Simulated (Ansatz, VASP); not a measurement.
# WCl: VASP beside Ansatz

```
CELL_PARAMETERS angstrom
1.45905 0.84238 4.25166
-1.45905 0.84238 4.25166
0.00000 -1.68476 4.25166
ATOMIC_POSITIONS crystal
W 0.50000 0.50000 0.50000
Cl 0.00000 0.00000 0.00000
```

Change from the starting cell: species swapped into the NiPt type (R-3m, No. 166).

Alike in both runs: functional PBE; k mesh 7 × 7 × 7; occupations gaussian, width 0.2 eV; no spin polarisation.

Ansatz relaxed the structure, and its values are those at the end. VASP's run is a single point on that final structure, the one shown.

```csv
,VASP,Ansatz
version,VASP 6.6.1,Ansatz 0.2.0
potentials or method,"VASP PAW PBE potentials, release 64 (W_sv, Cl), cutoff 500 eV","scalar-relativistic, plane waves, PAW"
valence electrons in the cell,21,21
```

|  | VASP | Ansatz | Ansatz less VASP |
| --- | --- | --- | --- |
| gap on the k mesh at the Fermi level (eV) | none | none | - |
| pressure (GPa) | 0.3 | 0.0 | -0.33 |

A gap of «none» marks a metal or a gap that the smearing closes. The functional is the same, so the differences come from potentials, cutoffs and numerics.

The k mesh is coarse, so the values compare programs but aren't converged. Spin-orbit coupling is off throughout.
